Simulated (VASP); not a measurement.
Write the native input for VASP 6.6.1 that does the following.

* Task: single point
* Functional: BLYP
* Potentials or basis: VASP PAW PBE potentials, release 64 (Se)
* Cutoff: 520 eV
* k mesh: 20 × 20 × 20
* Occupations: fermi-dirac, width 0.1 eV
* Spin: no spin polarisation
* Dipole correction: no
* Further INCAR settings: ALGO = Normal; EDIFF = 1e-06; NBANDS = 9

The structure of Se lies in POSCAR:

```
Se
1.0
    0.0000000000      2.2551963469      2.2551963469
    2.2551963469      0.0000000000      2.2551963469
    2.2551963469      2.2551963469      0.0000000000
Se
1
Direct
    0.0000000000      0.0000000000      0.0000000000
```

These files were run (other wordings do the same):

INCAR

```
PREC = Accurate
ENCUT = 520
EDIFF = 1E-6
ISMEAR = -1
SIGMA = 0.1
LREAL = F
LASPH = T
NELM = 80
ALGO = Normal
ISIF = 2
LWAVE = F
LCHARG = T
GGA = B5
ALDAX = 1.0
AGGAX = 1.0
AGGAC = 1.0
ALDAC = 0.0
LELF = T
LVHAR = T
NBANDS = 9
```

KPOINTS

```
regular mesh
0
Gamma
  20 20 20
```

Potentials or basis: VASP PAW PBE potentials, release 64 (Se).

Run with:

```bash
$ cat potpaw_PBE.64/Se/POTCAR > POTCAR
$ mpirun -np 1 vasp_std > vasp.out
```

It gave:

```yaml
Pressure: 0.1 GPa
Band_gap_on_the_k_mesh: zero (band 3 reaches 6.80 eV, above the bottom of band 4 at 2.70 eV)
```

Caveat: the PAW data sets were made with another functional, which shifts forces and pressure a little.

Run time: 30 s on 1 thread of Intel(R) Xeon(R) Platinum 8259CL CPU @ 2.50GHz (Skylake/Cascade Lake) (shared host), peak memory 0.17 GiB.
